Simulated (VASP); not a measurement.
# AlNi (P4/mmm) in VASP: notebook, part 2 of 2

VASP 6.6.1. The steps go on from the part before.

### 3 Single point, PBEsol (strain along c alone, the other axes held: -2.0 %)

Contents of INCAR:

```
ALGO = Normal ; EDIFF = 1E-6
ENCUT = 520 ; GGA = PS
ISIF = 2 ; ISMEAR = 0
LASPH = True ; LCHARG = False
LREAL = False ; LWAVE = False
NBANDS = 14 ; NELM = 60
PREC = Accurate ; SIGMA = 0.1
```

Contents of KPOINTS:

```
k-points
0
Gamma
  14 14 14
```

Contents of POSCAR:

```
AlNi
1.0
    2.8586048674      0.0000000000      0.0000000000
    0.0000000000      2.8586048674      0.0000000000
    0.0000000000      0.0000000000      2.8120207082
Al Ni
1 1
Direct
    0.0000000000      0.0000000000      0.0000000000
    0.5000000000      0.5000000000      0.5000000000
```

Potentials or basis: VASP PAW PBE potentials, release 64 (Al, Ni).

Command:

```console
cat potpaw_PBE.64/Al/POTCAR potpaw_PBE.64/Ni/POTCAR > POTCAR
mpirun -np 1 vasp_std > vasp.out
```

OUTCAR:

```text
EDIFF = 1E-6
   ENCUT = 520
   GGA = PS
   ISIF = 2
   ISMEAR = 0
   LASPH = True
   LREAL = False
   NELM = 60
   PREC = Accurate

 ion  position               nearest neighbor table
   1  0.000  0.000  0.000-   2 2.46   2 2.46   2 2.46   2 2.46   2 2.46   2 2.46   2 2.46   2 2.46

   2  0.500  0.500  0.500-   1 2.46   1 2.46   1 2.46   1 2.46   1 2.46   1 2.46   1 2.46   1 2.46

  LATTYP: Found a simple tetragonal cell.
 ALAT       =     2.8586048674
 C/A-ratio  =     0.9837038831

  Lattice vectors:

 A1 = (   2.8586048674,   0.0000000000,   0.0000000000)
 A2 = (   0.0000000000,   2.8586048674,   0.0000000000)
 A3 = (   0.0000000000,   0.0000000000,   2.8120207082)

Analysis of symmetry for initial positions (statically):
=====================================================================
 Subroutine PRICEL returns:
 Original cell was already a primitive cell.

 Routine SETGRP: Setting up the symmetry group for a
 simple tetragonal supercell.

 Subroutine GETGRP returns: Found 16 space group operations
 (whereof 16 operations were pure point group operations)
 out of a pool of 16 trial point group operations.

The static configuration has the point symmetry D_4h.

Analysis of symmetry for dynamics (positions and initial velocities):
=====================================================================
 Subroutine PRICEL returns:
 Original cell was already a primitive cell.

 Routine SETGRP: Setting up the symmetry group for a
 simple tetragonal supercell.

 Subroutine GETGRP returns: Found 16 space group operations
 (whereof 16 operations were pure point group operations)
 out of a pool of 16 trial point group operations.

The dynamic configuration has the point symmetry D_4h.

 Subroutine INISYM returns: Found 16 space group operations
 (whereof 16 operations are pure point group operations),
 and found     1 'primitive' translations

----------------------------------------------------------------------------------------

                                     Primitive cell

  volume of cell :      22.9788

  direct lattice vectors                    reciprocal lattice vectors
     2.858604867  0.000000000  0.000000000     0.349820995  0.000000000  0.000000000
     0.000000000  2.858604867  0.000000000     0.000000000  0.349820995  0.000000000
     0.000000000  0.000000000  2.812020708     0.000000000  0.000000000  0.355616158

  length of vectors
     2.858604867  2.858604867  2.812020708     0.349820995  0.349820995  0.355616158

  position of ions in fractional coordinates (direct lattice)
     0.000000000  0.000000000  0.000000000
     0.500000000  0.500000000  0.500000000

  ion indices of the primitive-cell ions
   primitive index   ion index
                 1           1
                 2           2

----------------------------------------------------------------------------------------

 KPOINTS: k-points

Automatic generation of k-mesh.
 Grid dimensions read from file:
 generate k-points for:   14   14   14

 Generating k-lattice:

  Cartesian coordinates                     Fractional coordinates (reciprocal lattice)
     0.024987214  0.000000000  0.000000000     0.071428571  0.000000000  0.000000000
     0.000000000  0.024987214  0.000000000     0.000000000  0.071428571  0.000000000
     0.000000000  0.000000000  0.025401154     0.000000000  0.000000000  0.071428571

  Length of vectors
     0.024987214  0.024987214  0.025401154

  Shift w.r.t. Gamma in fractional coordinates (k-lattice)
     0.000000000  0.000000000  0.000000000

 Subroutine IBZKPT returns following result:
 ===========================================

 Found    288 irreducible k-points:

 Following reciprocal coordinates:
            Coordinates               Weight
  0.000000  0.000000  0.000000      1.000000
  0.071429  0.000000  0.000000      4.000000
  0.142857  0.000000  0.000000      4.000000
  0.214286  0.000000  0.000000      4.000000
  0.285714  0.000000  0.000000      4.000000
  0.357143  0.000000  0.000000      4.000000
[... 16 lines left out ...]
  0.285714  0.214286  0.000000      8.000000
  0.357143  0.214286  0.000000      8.000000
 [... further k-points ...]
   k-points           NKPTS =    288   k-points in BZ     NKDIM =    288   number of bands    NBANDS=     14
   number of dos      NEDOS =    301   number of ions     NIONS =      2
   total plane-waves  NPLWV =  13824
   dimension x,y,z NGX =    24 NGY =   24 NGZ =   24
   dimension x,y,z NGXF=    48 NGYF=   48 NGZF=   48
   ions per type =               1   1
   NGX,Y,Z   is equivalent  to a cutoff of  13.96, 13.96, 14.19 a.u.
   NGXF,Y,Z  is equivalent  to a cutoff of  27.92, 27.92, 28.38 a.u.
 SYSTEM =  unknown system
   PREC   = accura    normal or accurate (medium, high low for compatibility)
   ISTART =      0    job   : 0-new  1-cont  2-samecut
   ICHARG =      2    charge: 1-file 2-atom 10-const
   ISPIN  =      1    spin polarized calculation?
   LNONCOLLINEAR =      F non collinear calculations
   LSORBIT =      F    spin-orbit coupling
   LASPH  =      T    aspherical Exc in radial PAW
   ENCUT  =  520.0 eV  38.22 Ry    6.18 a.u.   5.32  5.32  5.23*2*pi/ulx,y,z
   NELM   =     60;   NELMIN=  2; NELMDL= -5     # of ELM steps
   EDIFF  = 0.1E-05   stopping-criterion for ELM
   LREAL  =      F    real-space projection
   EDIFFG = 0.1E-04   stopping-criterion for IOM
   NSW    =      0    number of steps for IOM
   IBRION =     -1    ionic relax: 0-MD 1-quasi-New 2-CG
   NFREE  =      0    steps in history (QN), initial steepest desc. (CG)
   ISIF   =      2    stress and relaxation
   ISYM   =      2    0-nonsym 1-usesym 2-fastsym
   POTIM  = 0.5000    time-step for ionic-motion
   TEBEG  =    0.0;   TEEND  =   0.0 temperature during run
   PSTRESS=    0.0 pullay stress
   NELECT =      13.0000    total number of electrons
   NUPDOWN=      -1.0000    fix difference up-down
   EMIN   =  10.00;   EMAX   =-10.00  energy-range for DOS
   EFERMI =   0.00;   METHOD = LEGACY
   ISMEAR =     0;   SIGMA  =   0.10  broadening in eV -4-tet -1-fermi 0-gaus
   EFERMI_NEDOS =   21; number of points for ismear=-14 and -15
   IALGO  =     38    algorithm
   IMIX   =      4    mixing-type and parameters
     AMIX     =   0.40;   BMIX     =  1.00
     AMIX_MAG =   1.60;   BMIX_MAG =  1.00
  volume/ion in A,a.u.               =      11.49        77.53
  Fermi-wavevector in a.u.,A,eV,Ry     =   1.353984  2.558660 24.943207  1.833274
  Thomas-Fermi vector in A             =   2.481194
   LORBIT       =      0    0 simple, 1 ext, 2 COOP (PROOUT), +10 PAW based schemes
   GGA     = PS    functional components
   LHFCALC =     F    Hartree Fock is set to
   AEXX    =    0.0000 exact exchange contribution
   IVDW    =     0    specifies the selected vdW correction
   LEPSILON=     F    determine dielectric tensor
   LRPA    =     F    only Hartree local field effects (RPA)
 non-spin polarized calculation
 Gauss-broadening in eV      SIGMA  =   0.10
  energy-cutoff  :      520.00
  volume of cell :       22.98
 maximum number of plane-waves:       638
 NGX is ok and might be reduce to    24
   NGX = 11   NGY = 11   NGZ = 11

 number of electron      13.0000001 magnetization

 Free energy of the ion-electron system (eV)
  ---------------------------------------------------
  ext. energy  EPLUGINS =         0.00000000
  ---------------------------------------------------
  free energy    TOTEN  =       -11.58046404 eV

  energy without entropy =      -11.57576900  energy(sigma->0) =      -11.57811652

 E-fermi :  10.4068     XC(G=0): -12.3608

 val. band max:       10.4041509801   @ k =   0.5000   0.5000   0.2857
 cond. band min:      10.4129099304   @ k =   0.3571   0.2143   0.4286
 fundamental gap:      0.0087589503
 Fermi energy:        10.4068248768

 k-point     1 :       0.0000    0.0000    0.0000
  band No.  band energies     occupation
      1      -0.9946      2.00000
      2       6.9936      2.00000
      3       7.0005      2.00000
      4       8.7755      2.00000
      5       8.8208      2.00000
      6       8.8208      2.00000
      7      15.8984      0.00000
      8      15.8984      0.00000
      9      16.5076      0.00000
     10      18.6404      0.00000
     11      18.7612      0.00000
     12      24.8997      0.00000
     13      31.5409      0.00000
     14      31.9327      0.00000
[... 375 lines left out ...]
 k-point    24 :       0.3571    0.2143    0.0000
  band No.  band energies     occupation
      1       2.0880      2.00000
      2       5.9698      2.00000
      3       7.3861      2.00000
      4       7.9430      2.00000
      5       8.2979      2.00000
      6       8.6305      2.00000
      7      10.2820      1.92242
      8      14.1792      0.00000
      9      18.2958      0.00000
     10      20.1792      0.00000
     11      22.4437      0.00000
     12      24.9102      0.00000
     13      27.0359      0.00000
     14      28.4128      0.00000

 [... further k-points ...]
[... 5 lines left out ...]
  --------------------------------------------------------------------------------------
  -------------------------------------------------------------------------------------
  Total        0.5072683      0.5072683      0.6596874      0.0000000      0.0000000      0.0000000
  in kB       35.3688975     35.3688975     45.9962072      0.0000000      0.0000000      0.0000000
  external PRESSURE =      38.9113341 kB  Pullay stress =       0.0000000 kB

 VOLUME and BASIS-vectors are now :
 -----------------------------------------------------------------------------
  energy-cutoff  :      520.00
  volume of cell :       22.98
      direct lattice vectors                 reciprocal lattice vectors
     2.858604867  0.000000000  0.000000000     0.349820995  0.000000000  0.000000000
     0.000000000  2.858604867  0.000000000     0.000000000  0.349820995  0.000000000
     0.000000000  0.000000000  2.812020708     0.000000000  0.000000000  0.355616158

 POSITION                                       TOTAL-FORCE (eV/Angst)
 -----------------------------------------------------------------------------------
      0.00000      0.00000      0.00000         0.000000      0.000000      0.000000
      1.42930      1.42930      1.40601         0.000000      0.000000      0.000000
 -----------------------------------------------------------------------------------
    total drift:                                0.000000      0.000000     -0.000000

  FREE ENERGIE OF THE ION-ELECTRON SYSTEM (eV)
  ---------------------------------------------------
  free  energy   TOTEN  =       -11.5804640443 eV

  energy  without entropy=      -11.5757690048  energy(sigma->0) =      -11.57811652
```

OSZICAR:

```text
N       E                     dE             d eps       ncg     rms          rms(c)
DAV:   1     0.404804184164E+02    0.40480E+02   -0.54135E+03  8208   0.984E+02
DAV:   2    -0.114346625134E+02   -0.51915E+02   -0.46825E+02  8604   0.182E+02
DAV:   3    -0.132249880479E+02   -0.17903E+01   -0.17731E+01 10116   0.376E+01
DAV:   4    -0.132484943218E+02   -0.23506E-01   -0.23501E-01  9626   0.392E+00
DAV:   5    -0.132491869107E+02   -0.69259E-03   -0.69258E-03 10336   0.733E-01    0.130E+01
DAV:   6    -0.151521347630E+02   -0.19029E+01   -0.49665E+01  9450   0.100E+02    0.159E+01
DAV:   7    -0.116117496866E+02    0.35404E+01   -0.14463E+01  9630   0.591E+01    0.106E+00
DAV:   8    -0.115958031711E+02    0.15947E-01   -0.28620E-01 10174   0.572E+00    0.101E+00
DAV:   9    -0.115808670831E+02    0.14936E-01   -0.42977E-02 10366   0.267E+00    0.210E-01
DAV:  10    -0.115804631948E+02    0.40389E-03   -0.16367E-03 10770   0.553E-01    0.813E-02
DAV:  11    -0.115804654936E+02   -0.22988E-05   -0.50051E-05  9700   0.542E-02    0.163E-02
DAV:  12    -0.115804642344E+02    0.12591E-05   -0.79912E-06 10282   0.414E-02    0.301E-03
DAV:  13    -0.115804640443E+02    0.19017E-06   -0.22883E-07  5244   0.624E-03
   1 F= -.11580464E+02 E0= -.11578117E+02  d E =-.469504E-02
```

stdout:

```text
POSCAR found type information on POSCAR AlNi
 POSCAR found :  2 types and       2 ions
 scaLAPACK will be used
 -----------------------------------------------------------------------------
|                                                                             |
|                                                                             |
|     You enforced a specific xc type in the INCAR file but a different       |
|     I HOPE YOU KNOW WHAT YOU ARE DOING!                                     |
|                                                                             |
 -----------------------------------------------------------------------------

 LDA part: xc-table for (Slater+PW92), standard interpolation
 POSCAR, INCAR and KPOINTS ok, starting setup
 FFT: planning ... GRIDC
 FFT: planning ... GRID_SOFT
 FFT: planning ... GRID
 WAVECAR not read
 entering main loop
```

It took 31 s on 1 thread of Intel Xeon 6975P-C (Granite Rapids), shared host; peak memory 0.21 GiB.

Results:

| Property | Result |
| --- | --- |
| Free energy | -11.5805 eV |
| Pressure | 3.9 GPa |

Stress tensor (GPa, compression positive):
```
3.54 0.00 0.00
0.00 3.54 0.00
0.00 0.00 4.60
```

Caveat: the cell differs from its parent crystal (strain along c alone, the other axes held: -2.0 %); the PAW data sets were made with another functional, which shifts forces and pressure a little. Spin polarisation is off, so any magnetic state and its effect on volume and gap are missing.

### 4 Single point, PBEsol (strain along c alone, the other axes held: -1.0 %)

Contents of INCAR:

```
SYSTEM = AlNi
  ALGO = Normal
  EDIFF = 1E-7
  ENCUT = 520
  GGA = PS
  ISIF = 2
  ISMEAR = 0
  LASPH = .True.
  LCHARG = .True.
  LELF = .True.
  LREAL = .False.
  LVHAR = .True.
  LWAVE = .False.
  NBANDS = 14
  NELM = 60
  PREC = Accurate
  SIGMA = 0.1
```

Contents of KPOINTS:

```
k-points
0
Gamma
  14 14 14
  0 0 0
```

Changes to POSCAR since step 3:

```diff
@@ -4,3 +4,3 @@
     0.0000000000      2.8586048674      0.0000000000
-    0.0000000000      0.0000000000      2.8120207082
+    0.0000000000      0.0000000000      2.8407147970
 Al Ni
```

Command:

```console
cat potpaw_PBE.64/Al/POTCAR potpaw_PBE.64/Ni/POTCAR > POTCAR
mpirun -np 1 vasp_std > vasp.out
```

Run time: 34 s. Hardware: 1 thread of Intel Xeon 6975P-C (Granite Rapids), shared host; peak memory 0.22 GiB.

The run converged. Its results:

| Item | Value |
| --- | --- |
| Free energy | -11.5854 eV |
| Pressure | 1.9 GPa |

Stress tensor (GPa, compression positive):
```
1.82 0.00 0.00
0.00 1.82 0.00
0.00 0.00 2.21
```

Levels at points of the mesh, in eV from the Fermi level:
```tsv
k point	band 4	band 5	band 6	band 7	band 8	band 9	band 10	band 11
(0.00, 0.00, 0.00)	-1.59	-1.57	-1.57	5.57	5.57	5.80	8.24	8.29
(0.50, 0.00, 0.00)	-2.32	-2.29	-1.48	-0.65	8.36	10.08	10.30	11.14
(0.50, 0.50, 0.00)	-2.96	-2.12	-2.12	-1.03	1.50	2.63	12.75	15.48
(0.00, 0.00, 0.50)	-2.32	-2.32	-1.49	-0.61	8.36	10.11	10.11	11.21
(0.50, 0.00, 0.50)	-2.90	-2.15	-2.14	-1.02	1.56	2.69	12.60	15.32
(0.50, 0.50, 0.50)	-1.00	-0.99	1.98	1.98	1.99	4.02	4.59	4.66
```

Caveat: the cell differs from its parent crystal (strain along c alone, the other axes held: -1.0 %); the PAW data sets were made with another functional, which shifts forces and pressure a little. Spin polarisation is off, so any magnetic state and its effect on volume and gap are missing.

### 5 The runs side by side

```csv
cell,gap on the mesh (eV),pressure (GPa)
"a = 2.859, b = 2.859, c = 2.783 Å, 2 atoms",none,5.9
"a = 2.859, b = 2.859, c = 2.812 Å, 2 atoms",none,3.9
"a = 2.859, b = 2.859, c = 2.841 Å, 2 atoms",none,1.9
```

Alike in all rows: task single point; level PBEsol; potentials or basis VASP PAW PBE potentials, release 64 (Al, Ni); no spin polarisation; k mesh 14 × 14 × 14; cutoff (eV) 520; smearing gaussian 0.1 eV.

Caveats: the PAW data sets were made with another functional, which shifts forces and pressure a little.

Absolute energies hang on the potentials; compare differences alone.
